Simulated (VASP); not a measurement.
Write the native input for VASP 6.6.1 that does the following.

```yaml
Task: single point
Functional: PBE
Potentials_or_basis: VASP PAW PBE potentials, release 64 (Zn, Se)
Cutoff: 520 eV
k_mesh: 6 × 6 × 6
Occupations: gaussian, width 0.01 eV
Spin: no spin polarisation
Dipole_correction: no
Further_INCAR_settings: ALGO = Normal; EDIFF = 1e-06; NBANDS = 16
```

The structure of ZnSe lies in POSCAR:

```
ZnSe
1.0
    0.0000000000      2.8324206844      2.8324206844
    2.8324206844      0.0000000000      2.8324206844
    2.8324206844      2.8324206844      0.0000000000
Zn Se
1 1
Direct
    0.0000000000      0.0000000000      0.0000000000
    0.2500000000      0.2500000000      0.2500000000
```

The input as run:

INCAR

```
SYSTEM = ZnSe
PREC     = Accurate       ! precision mode
ENCUT    = 520            ! plane-wave cutoff, eV
EDIFF    = 1E-6           ! SCF threshold, eV
ISMEAR   = 0              ! smearing method
SIGMA    = 0.01           ! smearing width, eV
LREAL    = .False.        ! projectors in reciprocal space
LASPH    = .True.         ! aspherical terms in the spheres
NELM     = 60             ! most SCF steps
ALGO     = Normal         ! electronic algorithm
ISIF     = 2              ! what is computed and relaxed
LWAVE    = .False.        ! write WAVECAR
LCHARG   = .False.        ! write CHGCAR
GGA      = PE             ! functional
NBANDS   = 16             ! bands
```

KPOINTS

```
regular mesh
0
Gamma
  6 6 6
  0 0 0
```

Potentials or basis: VASP PAW PBE potentials, release 64 (Zn, Se).

Run with:

```console
$ cat potpaw_PBE.64/Zn/POTCAR potpaw_PBE.64/Se/POTCAR > POTCAR
$ mpirun -np 1 vasp_std > vasp.out
```

Results of the run:

| Property | Result |
| --- | --- |
| Pressure | 2.5 GPa |
| Band gap on the k mesh | 1.29 eV, direct |

It took 6.8 s on 1 thread of Intel(R) Xeon(R) 6975P-C (Granite Rapids), on a shared host, peak memory 0.16 GiB.
